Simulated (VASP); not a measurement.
# Si (a cell with a defect): relaxation of the atoms with PBEsol

System: Si (a cell with a defect).

```
CELL_PARAMETERS angstrom
0.00000 5.43000 5.43000
5.43000 0.00000 5.43000
5.43000 5.43000 0.00000
ATOMIC_POSITIONS crystal
Si 0.00000 0.00000 0.00000
Si 0.12500 0.12500 0.12500
Si 0.00000 0.00000 0.50000
Si 0.12500 0.12500 0.62500
Si 0.00000 0.50000 0.00000
Si 0.12500 0.62500 0.12500
Si 0.00000 0.50000 0.50000
Si 0.12500 0.62500 0.62500
Si 0.50000 0.00000 0.00000
Si 0.62500 0.12500 0.12500
Si 0.50000 0.00000 0.50000
Si 0.62500 0.12500 0.62500
Si 0.50000 0.50000 0.00000
Si 0.62500 0.62500 0.12500
Si 0.50000 0.50000 0.50000
Si 0.62500 0.62500 0.62500
Si 0.81889 0.56728 0.81323
```

```
Program                : VASP 6.6.1
Task                   : relaxation of the atoms
Functional             : PBEsol
Potentials or basis    : VASP PAW PBE potentials, release 64 (Si)
Cutoff                 : 520 eV
k mesh                 : 2 × 2 × 2
Occupations            : gaussian, width 0.02 eV
Spin                   : no spin polarisation
Dipole correction      : no
Further INCAR settings : LREAL = Auto; ALGO = Normal; EDIFF = 1e-07; IBRION = 2; EDIFFG = -0.03; NSW = 80
```

```json
{
 "Energy gained by relaxing": "61.3 meV/atom",
 "Ionic steps": "34",
 "Pressure after relaxing": "2.5 GPa",
 "Largest force after relaxing": "0.030 eV/Å",
 "Band gap on the k mesh": "0.11 eV"
}
```

Forces on the atoms (eV/Å):
```
Si  -0.014  0.024 -0.008
Si   0.009 -0.010  0.006
Si  -0.010 -0.004  0.004
Si   0.008 -0.001 -0.011
Si   0.002 -0.005  0.009
Si   0.000 -0.024 -0.017
Si   0.011 -0.012 -0.001
Si   0.008  0.016  0.009
Si   0.005 -0.010 -0.010
Si  -0.016  0.009  0.006
Si   0.014 -0.003  0.009
Si  -0.012  0.016 -0.010
Si   0.008 -0.013  0.006
Si  -0.002  0.010  0.007
Si  -0.012 -0.008 -0.016
Si  -0.009  0.007 -0.003
Si   0.009  0.011  0.021
```

Stress tensor (GPa, compression positive):
```
 2.50  0.37 -0.38
 0.37  2.51  0.39
-0.38  0.39  2.52
```

The path:
```tsv
step	energy change (eV)	largest force (eV/Å)	pressure (GPa)
1	0.0000	2.8316	5.81
2	-0.7104	0.8696	4.46
3	-0.7142	0.7586	4.49
4	-0.8096	0.4398	4.28
5	-0.8110	0.4424	4.26
6	-0.8468	0.3088	4.19
7	-0.8564	0.2621	4.13
8	-0.8867	0.2131	4.06
9	-0.9425	0.4112	3.82
10	-0.9084	0.8896	3.31
11	-0.9516	0.5835	3.65
12	-0.9669	0.5329	3.57
13	-1.0013	0.3998	3.33
14	-1.0229	0.2190	2.82
15	-1.0235	0.1863	2.89
16	-1.0292	0.1036	2.85
17	-1.0313	0.0950	2.82
18	-1.0324	0.0881	2.82
19	-1.0348	0.0791	2.81
20	-1.0337	0.1493	2.79
21	-1.0355	0.0841	2.80
22	-1.0366	0.0543	2.80
23	-1.0372	0.0457	2.79
24	-1.0378	0.0477	2.78
25	-1.0389	0.0893	2.74
26	-1.0390	0.1106	2.72
27	-1.0397	0.0891	2.70
28	-1.0408	0.0447	2.64
29	-1.0409	0.0569	2.62
30	-1.0414	0.0526	2.60
31	-1.0417	0.0729	2.54
32	-1.0418	0.0565	2.56
33	-1.0424	0.0372	2.53
34	-1.0426	0.0295	2.51
```

Final structure:
```cif
data_structure
_symmetry_space_group_name_H-M 'P 1'
_symmetry_Int_Tables_number 1
_cell_length_a 7.6792
_cell_length_b 7.6792
_cell_length_c 7.6792
_cell_angle_alpha 60.000
_cell_angle_beta 60.000
_cell_angle_gamma 60.000
_cell_volume 320.21
loop_
_atom_site_label
_atom_site_type_symbol
_atom_site_fract_x
_atom_site_fract_y
_atom_site_fract_z
_atom_site_occupancy
Si1 Si 0.97891 0.06435 0.97868 1
Si2 Si 0.12711 0.13733 0.12664 1
Si3 Si 0.01745 0.98897 0.49731 1
Si4 Si 0.12716 0.13758 0.60954 1
Si5 Si 0.00860 0.50924 0.00857 1
Si6 Si 0.10597 0.68462 0.10517 1
Si7 Si 0.00896 0.50921 0.47411 1
Si8 Si 0.15481 0.61671 0.61439 1
Si9 Si 0.49777 0.98894 0.01707 1
Si10 Si 0.60978 0.13771 0.12674 1
Si11 Si 0.49758 0.98883 0.49713 1
Si12 Si 0.64949 0.05297 0.64910 1
Si13 Si 0.47466 0.50917 0.00846 1
Si14 Si 0.61454 0.61678 0.15482 1
Si15 Si 0.52224 0.43466 0.52214 1
Si16 Si 0.61477 0.61690 0.61436 1
Si17 Si 0.80907 0.57331 0.80901 1
```

Levels at points of the mesh, in eV from the valence-band top:
```tsv
k point	band 31	band 32	band 33	band 34	band 35	band 36	band 37	band 38
(0.00, 0.00, 0.00)	-1.02	-0.48	-0.48	-0.28	0.11	0.12	0.44	0.44
(0.50, 0.00, 0.00)	-1.18	-1.13	-0.64	-0.15	0.43	0.77	1.08	1.26
(0.00, 0.50, 0.00)	-1.18	-1.04	-1.04	0.00	0.53	0.54	1.39	1.39
(0.00, 0.00, 0.50)	-1.18	-1.13	-0.65	-0.15	0.43	0.77	1.08	1.26
(0.50, 0.50, 0.50)	-1.18	-1.13	-0.64	-0.15	0.43	0.77	1.08	1.26
(0.50, 0.50, 0.00)	-1.63	-1.47	-0.27	-0.08	0.63	1.61	1.64	1.78
(0.00, 0.50, 0.50)	-1.63	-1.47	-0.27	-0.08	0.63	1.61	1.64	1.77
(0.50, 0.00, 0.50)	-1.63	-1.47	-0.27	-0.08	0.63	1.61	1.64	1.77
```

Wall time 47 min on 1 thread of AMD EPYC 9R45 96-Core Processor (Zen 5), with other jobs on the host, peak memory 0.5 GiB.

Caveat: the k points lie up to 0.50 Å⁻¹ apart; the PAW data sets were made with another functional, which shifts forces and pressure a little.
